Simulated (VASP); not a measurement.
# HgTe (I4mm) in VASP: notebook

HgTe is run at these levels: PBE; tasks: single point.

Program: VASP 6.6.1. These are calculated values, not measurements. Logs are shortened: lines on timing, memory, paths and dates and some standing lists are left out, and cuts for length are marked.

## 1. The cell of the first run

Symmetry: I4mm, No. 107, tetragonal system. Conventional cell: a = 4.352 Å, b = 4.352 Å, c = 6.154 Å, α = 90.00°, β = 90.00°, γ = 90.00°. Within 3.7 Å of Hg (site symmetry 4mm) lie 6 Te at 2.83 to 3.33 Å. Te (site symmetry 4mm) has 6 Hg at 2.83 to 3.33 Å within 3.7 Å.

## 2. Single point, PBE (all Hg atoms moved -0.250 Å, as atom 1 along Cartesian [0 0 1])

File INCAR:

```
SYSTEM = HgTe
  PREC = Accurate
  ENCUT = 520
  EDIFF = 1E-6
  ISMEAR = 0
  SIGMA = 0.15
  LREAL = .FALSE.
  LASPH = .TRUE.
  NELM = 100
  ALGO = Normal
  ISIF = 2
  LWAVE = .FALSE.
  LCHARG = .FALSE.
  GGA = PE
  NBANDS = 16
```

File KPOINTS:

```
regular mesh
0
G
  14 14 14
  0 0 0
```

File POSCAR:

```
HgTe
1.0
    0.0000000000      3.0771170000      3.0771170000
    3.0771170000      0.0000000000      3.0771170000
    3.0771170000      3.0771170000      0.0000000000
Hg Te
1 1
Direct
   -0.0406224398     -0.0406224398      0.0406224398
    0.5000000000      0.5000000000      0.5000000000
```

Potentials or basis: VASP PAW PBE potentials, release 64 (Hg, Te).

On the command line:

```
cat potpaw_PBE.64/Hg/POTCAR potpaw_PBE.64/Te/POTCAR > POTCAR
mpirun -np 1 vasp_std > vasp.out
```

OUTCAR:

```text
SYSTEM = HgTe
   PREC = Accurate
   ENCUT = 520
   EDIFF = 1E-6
   ISMEAR = 0
   LREAL = .FALSE.
   LASPH = .TRUE.
   NELM = 100
   ISIF = 2
   GGA = PE

 ion  position               nearest neighbor table
   1  0.959  0.959  0.041-   2 2.83   2 3.09   2 3.09   2 3.09   2 3.09   2 3.33
   2  0.500  0.500  0.500-   1 2.83   1 3.09   1 3.09   1 3.09   1 3.09   1 3.33

  LATTYP: Found a face centered cubic cell.
 ALAT       =     6.1542340000

  Lattice vectors:

 A1 = (   0.0000000000,   3.0771170000,   3.0771170000)
 A2 = (   3.0771170000,   0.0000000000,   3.0771170000)
 A3 = (   3.0771170000,   3.0771170000,   0.0000000000)

Analysis of symmetry for initial positions (statically):
=====================================================================
 Subroutine PRICEL returns:
 Original cell was already a primitive cell.

 Routine SETGRP: Setting up the symmetry group for a
 face centered cubic supercell.

 Subroutine GETGRP returns: Found  8 space group operations
 (whereof  8 operations were pure point group operations)
 out of a pool of 48 trial point group operations.

The static configuration has the point symmetry C_4v.

Analysis of symmetry for dynamics (positions and initial velocities):
=====================================================================
 Subroutine PRICEL returns:
 Original cell was already a primitive cell.

 Routine SETGRP: Setting up the symmetry group for a
 face centered cubic supercell.

 Subroutine GETGRP returns: Found  8 space group operations
 (whereof  8 operations were pure point group operations)
 out of a pool of 48 trial point group operations.

The dynamic configuration has the point symmetry C_4v.

 Subroutine INISYM returns: Found  8 space group operations
 (whereof  8 operations are pure point group operations),
 and found     1 'primitive' translations

----------------------------------------------------------------------------------------

                                     Primitive cell

  volume of cell :      58.2723

  direct lattice vectors                    reciprocal lattice vectors
     0.000000000  3.077117000  3.077117000    -0.162489759  0.162489759  0.162489759
     3.077117000  0.000000000  3.077117000     0.162489759 -0.162489759  0.162489759
     3.077117000  3.077117000  0.000000000     0.162489759  0.162489759 -0.162489759

  length of vectors
     4.351700594  4.351700594  4.351700594     0.281440518  0.281440518  0.281440518

  position of ions in fractional coordinates (direct lattice)
     0.959377560  0.959377560  0.040622440
     0.500000000  0.500000000  0.500000000

[... 78 lines left out ...]
   EDIFFG = 0.1E-04   stopping-criterion for IOM
   NSW    =      0    number of steps for IOM
   IBRION =     -1    ionic relax: 0-MD 1-quasi-New 2-CG
   NFREE  =      0    steps in history (QN), initial steepest desc. (CG)
   ISIF   =      2    stress and relaxation
   ISYM   =      2    0-nonsym 1-usesym 2-fastsym
   POTIM  = 0.5000    time-step for ionic-motion
   TEBEG  =    0.0;   TEEND  =   0.0 temperature during run
   PSTRESS=    0.0 pullay stress
   NELECT =      18.0000    total number of electrons
   NUPDOWN=      -1.0000    fix difference up-down
   EMIN   =  10.00;   EMAX   =-10.00  energy-range for DOS
   EFERMI =   0.00;   METHOD = LEGACY
   ISMEAR =     0;   SIGMA  =   0.15  broadening in eV -4-tet -1-fermi 0-gaus
   EFERMI_NEDOS =   21; number of points for ismear=-14 and -15
   IALGO  =     38    algorithm
   IMIX   =      4    mixing-type and parameters
     AMIX     =   0.40;   BMIX     =  1.00
     AMIX_MAG =   1.60;   BMIX_MAG =  1.00
  volume/ion in A,a.u.               =      29.14       196.62
  Fermi-wavevector in a.u.,A,eV,Ry     =   1.106653  2.091272 16.662809  1.224682
  Thomas-Fermi vector in A             =   2.243157
   LORBIT       =      0    0 simple, 1 ext, 2 COOP (PROOUT), +10 PAW based schemes
   GGA     = PE    functional components
   LHFCALC =     F    Hartree Fock is set to
   AEXX    =    0.0000 exact exchange contribution
   IVDW    =     0    specifies the selected vdW correction
   LEPSILON=     F    determine dielectric tensor
   LRPA    =     F    only Hartree local field effects (RPA)
 non-spin polarized calculation
 Gauss-broadening in eV      SIGMA  =   0.15
  energy-cutoff  :      520.00
  volume of cell :       58.27
 maximum number of plane-waves:      1588
   NGX = 17   NGY = 17   NGZ = 17

 number of electron      18.0000002 magnetization

 Free energy of the ion-electron system (eV)
  ---------------------------------------------------
  ext. energy  EPLUGINS =         0.00000000
  ---------------------------------------------------
  free energy    TOTEN  =        -3.29559675 eV

  energy without entropy =       -3.28096534  energy(sigma->0) =       -3.28828104

 E-fermi :   4.0584     XC(G=0):  -9.7364

 val. band max:        4.0472028787   @ k =   0.1429   0.0714   0.3571
 cond. band min:       4.0597233430   @ k =   0.3571   0.0000   0.0000
 fundamental gap:      0.0125204643
 Fermi energy:         4.0584306773

 k-point     1 :       0.0000    0.0000    0.0000
  band No.  band energies     occupation
      1      -7.7890      2.00000
      2      -2.6385      2.00000
      3      -2.5146      2.00000
      4      -2.5146      2.00000
      5      -2.5095      2.00000
      6      -2.4564      2.00000
[... 433 lines left out ...]
      3      -2.8347      2.00000
      4      -2.7362      2.00000
      5      -2.3364      2.00000
      6      -2.3263      2.00000
[... 8 lines left out ...]
     15      14.4288      0.00000
     16      15.3514      0.00000

 [... further k-points ...]

------------------------ aborting loop because EDIFF is reached ----------------------------------------

  FORCE on cell =-STRESS in cart. coord.  units (eV):
  Direction    XX          YY          ZZ          XY          YZ          ZX
  --------------------------------------------------------------------------------------
  -------------------------------------------------------------------------------------
  Total       -0.0873483     -0.0873483      1.1274456      0.0000000     -0.0000000      0.0000000
  in kB       -2.4016132     -2.4016132     30.9987468      0.0000000     -0.0000000      0.0000000
  external PRESSURE =       8.7318402 kB  Pullay stress =       0.0000000 kB

 VOLUME and BASIS-vectors are now :
 -----------------------------------------------------------------------------
  energy-cutoff  :      520.00
  volume of cell :       58.27
      direct lattice vectors                 reciprocal lattice vectors
     0.000000000  3.077117000  3.077117000    -0.162489759  0.162489759  0.162489759
     3.077117000  0.000000000  3.077117000     0.162489759 -0.162489759  0.162489759
     3.077117000  3.077117000  0.000000000     0.162489759  0.162489759 -0.162489759

 POSITION                                       TOTAL-FORCE (eV/Angst)
 -----------------------------------------------------------------------------------
      3.07712      3.07712      5.90423         0.000000      0.000000      0.522437
      3.07712      3.07712      3.07712         0.000000      0.000000     -0.522437
 -----------------------------------------------------------------------------------
    total drift:                                0.000000      0.000000      0.000222

  FREE ENERGIE OF THE ION-ELECTRON SYSTEM (eV)
  ---------------------------------------------------
  free  energy   TOTEN  =        -3.2955967480 eV

  energy  without entropy=       -3.2809653417  energy(sigma->0) =       -3.28828104
```

stdout:

```text
POSCAR found type information on POSCAR HgTe
 POSCAR found :  2 types and       2 ions
 scaLAPACK will be used
 LDA part: xc-table for (Slater+PW92), standard interpolation
 POSCAR, INCAR and KPOINTS ok, starting setup
 FFT: planning ... GRIDC
 FFT: planning ... GRID_SOFT
 FFT: planning ... GRID
 WAVECAR not read
 entering main loop
```

It took 3 min on 1 thread of Intel Xeon 8259CL, shared host; peak memory 0.36 GiB.

What came out:

```
Free energy            : -3.2956 eV
Pressure               : 0.9 GPa
Largest force          : 0.522 eV/Å
Band gap on the k mesh : zero (bands 9 and 10 overlap by 2.38 eV)
```

Forces in eV/Å, atoms in the order of the input:
```
Hg   0.000  0.000  0.522
Te   0.000  0.000 -0.522
```

Levels at points of the mesh, in eV from the Fermi level:
```tsv
k point	band 5	band 6	band 7	band 8	band 9	band 10	band 11	band 12	band 13	band 14
(0.00, 0.00, 0.00)	-6.57	-6.51	-1.07	-0.54	-0.54	-0.47	7.02	7.02	7.53	7.77
(0.50, 0.00, 0.00)	-6.39	-6.38	-5.37	0.14	0.24	2.70	3.68	4.09	4.25	10.18
(0.50, 0.50, 0.00)	-6.33	-5.81	-4.40	-2.29	-2.12	-2.12	4.93	9.08	9.08	9.68
(0.00, 0.50, 0.50)	-6.29	-5.77	-4.03	-2.88	-2.01	-1.81	4.75	9.17	9.23	9.53
```

Caveat: the cell differs from its parent crystal (all Hg atoms moved -0.250 Å, as atom 1 along Cartesian [0 0 1]); spin-orbit coupling is left out, which moves the levels of the heavy elements.

## 3. Single point, PBE (all Hg atoms moved +0.125 Å, as atom 1 along Cartesian [0 0 1])

File INCAR:

```
SYSTEM = HgTe
ALGO = Normal
EDIFF = 1E-7
ENCUT = 520
GGA = PE
ISIF = 2
ISMEAR = 0
LASPH = .True.
LCHARG = .True.
LELF = .True.
LREAL = .False.
LVHAR = .True.
LWAVE = .False.
NBANDS = 16
NELM = 60
PREC = Accurate
SIGMA = 0.15
```

File KPOINTS:

```
k-points
0
Gamma
  14 14 14
  0 0 0
```

Edit POSCAR of step 2 so:

```diff
@@ -8,3 +8,3 @@
 Direct
-   -0.0406224398     -0.0406224398      0.0406224398
+    0.0203112199      0.0203112199     -0.0203112199
     0.5000000000      0.5000000000      0.5000000000
```

Potentials or basis: VASP PAW PBE potentials, release 64 (Hg, Te).

On the command line:

```
cat potpaw_PBE.64/Hg/POTCAR potpaw_PBE.64/Te/POTCAR > POTCAR
mpirun -np 1 vasp_std > vasp.out
```

OUTCAR:

```text
SYSTEM = HgTe
   EDIFF = 1E-7
   ENCUT = 520
   GGA = PE
   ISIF = 2
   ISMEAR = 0
   LASPH = .True.
   LREAL = .False.
   NELM = 60
   PREC = Accurate

 ion  position               nearest neighbor table
   1  0.020  0.020  0.980-   2 2.95   2 3.08   2 3.08   2 3.08   2 3.08   2 3.20
   2  0.500  0.500  0.500-   1 2.95   1 3.08   1 3.08   1 3.08   1 3.08   1 3.20

  LATTYP: Found a face centered cubic cell.
 ALAT       =     6.1542340000

  Lattice vectors:

 A1 = (   0.0000000000,   3.0771170000,   3.0771170000)
 A2 = (   3.0771170000,   0.0000000000,   3.0771170000)
 A3 = (   3.0771170000,   3.0771170000,   0.0000000000)

Analysis of symmetry for initial positions (statically):
=====================================================================
 Subroutine PRICEL returns:
 Original cell was already a primitive cell.

 Routine SETGRP: Setting up the symmetry group for a
 face centered cubic supercell.

 Subroutine GETGRP returns: Found  8 space group operations
 (whereof  8 operations were pure point group operations)
 out of a pool of 48 trial point group operations.

The static configuration has the point symmetry C_4v.

Analysis of symmetry for dynamics (positions and initial velocities):
=====================================================================
 Subroutine PRICEL returns:
 Original cell was already a primitive cell.

 Routine SETGRP: Setting up the symmetry group for a
 face centered cubic supercell.

 Subroutine GETGRP returns: Found  8 space group operations
 (whereof  8 operations were pure point group operations)
 out of a pool of 48 trial point group operations.

The dynamic configuration has the point symmetry C_4v.

 Subroutine INISYM returns: Found  8 space group operations
 (whereof  8 operations are pure point group operations),
 and found     1 'primitive' translations

----------------------------------------------------------------------------------------

[... 110 lines left out ...]
   IMIX   =      4    mixing-type and parameters
     AMIX     =   0.40;   BMIX     =  1.00
     AMIX_MAG =   1.60;   BMIX_MAG =  1.00
  volume/ion in A,a.u.               =      29.14       196.62
  Fermi-wavevector in a.u.,A,eV,Ry     =   1.106653  2.091272 16.662809  1.224682
  Thomas-Fermi vector in A             =   2.243157
   LORBIT       =      0    0 simple, 1 ext, 2 COOP (PROOUT), +10 PAW based schemes
   GGA     = PE    functional components
   LHFCALC =     F    Hartree Fock is set to
   AEXX    =    0.0000 exact exchange contribution
   IVDW    =     0    specifies the selected vdW correction
   LEPSILON=     F    determine dielectric tensor
   LRPA    =     F    only Hartree local field effects (RPA)
 non-spin polarized calculation
 Gauss-broadening in eV      SIGMA  =   0.15
  energy-cutoff  :      520.00
  volume of cell :       58.27
 maximum number of plane-waves:      1588
   NGX = 17   NGY = 17   NGZ = 17

 number of electron      18.0000001 magnetization

 Free energy of the ion-electron system (eV)
  ---------------------------------------------------
  ext. energy  EPLUGINS =         0.00000000
  ---------------------------------------------------
  free energy    TOTEN  =        -3.34016740 eV

  energy without entropy =       -3.32591519  energy(sigma->0) =       -3.33304130

 E-fermi :   4.0806     XC(G=0):  -9.7433

 val. band max:        4.0802012553   @ k =   0.0000  -0.2143   0.0714
 cond. band min:       4.0885821892   @ k =  -0.2143   0.0714   0.0000
 fundamental gap:      0.0083809339
 Fermi energy:         4.0806382859

 k-point     1 :       0.0000    0.0000    0.0000
  band No.  band energies     occupation
      1      -7.7599      2.00000
      2      -2.5391      2.00000
      3      -2.5064      2.00000
      4      -2.4647      2.00000
      5      -2.4647      2.00000
      6      -2.4504      2.00000
[... 433 lines left out ...]
      3      -2.8230      2.00000
      4      -2.7422      2.00000
      5      -2.3083      2.00000
      6      -2.3018      2.00000
[... 8 lines left out ...]
     15      14.4242      0.00000
     16      15.3697      0.00000

 [... further k-points ...]

------------------------ aborting loop because EDIFF is reached ----------------------------------------

  FORCE on cell =-STRESS in cart. coord.  units (eV):
  Direction    XX          YY          ZZ          XY          YZ          ZX
  --------------------------------------------------------------------------------------
  -------------------------------------------------------------------------------------
  Total       -0.0647723     -0.0647723      0.2307464      0.0000000     -0.0000000     -0.0000000
  in kB       -1.7808943     -1.7808943      6.3442966      0.0000000     -0.0000000     -0.0000000
  external PRESSURE =       0.9275027 kB  Pullay stress =       0.0000000 kB

 VOLUME and BASIS-vectors are now :
 -----------------------------------------------------------------------------
  energy-cutoff  :      520.00
  volume of cell :       58.27
      direct lattice vectors                 reciprocal lattice vectors
     0.000000000  3.077117000  3.077117000    -0.162489759  0.162489759  0.162489759
     3.077117000  0.000000000  3.077117000     0.162489759 -0.162489759  0.162489759
     3.077117000  3.077117000  0.000000000     0.162489759  0.162489759 -0.162489759

 POSITION                                       TOTAL-FORCE (eV/Angst)
 -----------------------------------------------------------------------------------
      3.07712      3.07712      0.12500         0.000000      0.000000     -0.214508
      3.07712      3.07712      3.07712         0.000000      0.000000      0.214508
 -----------------------------------------------------------------------------------
    total drift:                               -0.000000     -0.000000     -0.000033

  FREE ENERGIE OF THE ION-ELECTRON SYSTEM (eV)
  ---------------------------------------------------
  free  energy   TOTEN  =        -3.3401674041 eV

  energy  without entropy=       -3.3259151862  energy(sigma->0) =       -3.33304130
```

stdout:

```text
POSCAR found type information on POSCAR HgTe
 POSCAR found :  2 types and       2 ions
 scaLAPACK will be used
 LDA part: xc-table for (Slater+PW92), standard interpolation
 POSCAR, INCAR and KPOINTS ok, starting setup
 FFT: planning ... GRIDC
 FFT: planning ... GRID_SOFT
 FFT: planning ... GRID
 WAVECAR not read
 entering main loop
```

It took 3.9 min on 1 thread of Intel Xeon 8259CL, shared host; peak memory 0.36 GiB.

Results:

| Property | Result |
| --- | --- |
| Free energy | -3.3402 eV |
| Pressure | 0.1 GPa |
| Largest force | 0.215 eV/Å |
| Band gap on the k mesh | zero (bands 9 and 10 overlap by 2.40 eV) |

Forces in eV/Å, atoms in the order of the input:
```
Hg   0.000  0.000 -0.215
Te   0.000  0.000  0.215
```

Levels at points of the mesh, in eV from the Fermi level:
| k point | band 5 | band 6 | band 7 | band 8 | band 9 | band 10 | band 11 | band 12 | band 13 | band 14 |
| --- | --- | --- | --- | --- | --- | --- | --- | --- | --- | --- |
| (0.00, 0.00, 0.00) | -6.55 | -6.53 | -1.06 | -0.62 | -0.62 | -0.60 | 7.34 | 7.34 | 7.60 | 7.73 |
| (0.50, 0.00, 0.00) | -6.38 | -6.38 | -5.38 | 0.22 | 0.25 | 2.69 | 3.59 | 4.03 | 4.07 | 10.26 |
| (0.50, 0.50, 0.00) | -6.32 | -5.79 | -4.17 | -2.57 | -2.14 | -2.14 | 4.91 | 9.04 | 9.04 | 9.54 |
| (0.00, 0.50, 0.50) | -6.31 | -5.78 | -4.06 | -2.76 | -2.11 | -2.04 | 4.86 | 9.06 | 9.07 | 9.51 |

Caveat: the cell differs from its parent crystal (all Hg atoms moved +0.125 Å, as atom 1 along Cartesian [0 0 1]); spin-orbit coupling is left out, which moves the levels of the heavy elements.

## 4. Single point, PBE (all Hg atoms moved +0.438 Å, as atom 1 along Cartesian [0 0 1])

File INCAR:

```
ALGO     = Normal         # electronic algorithm
EDIFF    = 1E-7           # SCF threshold, eV
ENCUT    = 520            # plane-wave cutoff, eV
GGA      = PE             # functional
ISIF     = 2              # what is computed and relaxed
ISMEAR   = 0              # smearing method
LASPH    = T              # aspherical terms in the spheres
LCHARG   = F              # write CHGCAR
LREAL    = F              # projectors in reciprocal space
LWAVE    = F              # write WAVECAR
NBANDS   = 16             # bands
NELM     = 100            # most SCF steps
PREC     = Accurate       # precision mode
SIGMA    = 0.15           # smearing width, eV
```

File KPOINTS:

```
k-points
0
Gamma
  14 14 14
```

Edit POSCAR of step 3 so:

```diff
@@ -8,3 +8,3 @@
 Direct
-    0.0203112199      0.0203112199     -0.0203112199
+    0.0710892696      0.0710892696     -0.0710892696
     0.5000000000      0.5000000000      0.5000000000
```

On the command line:

```
cat potpaw_PBE.64/Hg/POTCAR potpaw_PBE.64/Te/POTCAR > POTCAR
mpirun -np 1 vasp_std > vasp.out
```

Run time: 4.1 min. Hardware: 1 thread of Intel Xeon 8259CL, shared host; peak memory 0.36 GiB.

The run converged. Its results:

```
Free energy            : -3.1270 eV
Pressure               : 3.4 GPa
Largest force          : 1.387 eV/Å
Band gap on the k mesh : zero (bands 9 and 10 overlap by 2.06 eV)
```

Forces on the atoms (eV/Å):
```
Hg   0.000  0.000 -1.387
Te   0.000  0.000  1.387
```

Stress tensor (GPa, compression positive):
```
-0.26  0.00  0.00
 0.00 -0.26  0.00
 0.00  0.00 10.85
```

Levels at points of the mesh, in eV from the Fermi level:
```tsv
k point	band 7	band 8	band 9	band 10	band 11	band 12
(0.00, 0.00, 0.00)	-1.11	-0.36	-0.36	-0.21	6.52	6.52
(0.50, 0.00, 0.00)	-5.38	-0.07	0.18	2.67	3.87	4.19
(0.50, 0.50, 0.00)	-4.82	-2.10	-2.10	-1.79	4.94	9.16
(0.00, 0.50, 0.50)	-4.01	-3.07	-1.78	-1.43	4.44	9.37
```

Caveat: the cell differs from its parent crystal (all Hg atoms moved +0.438 Å, as atom 1 along Cartesian [0 0 1]); the stress differs along the axes, from -0 to 11 GPa; spin-orbit coupling is left out, which moves the levels of the heavy elements; forces of over 1 eV/Å act on the atoms, so gaps and moduli don't describe the material at rest.

## 5. Overview

```tsv
cell	gap on the mesh (eV)	pressure (GPa)	largest force (eV/Å)
as given, atomic positions A	none	0.9	0.52
as given, atomic positions B	none	0.1	0.21
as given, atomic positions C	none	3.4	1.39
```

Alike in all rows: task single point; level PBE; potentials or basis VASP PAW PBE potentials, release 64 (Hg, Te); no spin polarisation; k mesh 14 × 14 × 14; cutoff (eV) 520; smearing gaussian 0.15 eV.

Caveats: spin-orbit coupling is left out, which moves the levels of the heavy elements; the stress differs along the axes, from -0 to 11 GPa (at least some runs); forces of over 1 eV/Å act on the atoms, so gaps and moduli don't describe the material at rest (at least some runs).

Absolute energies hang on the potentials; compare differences alone.
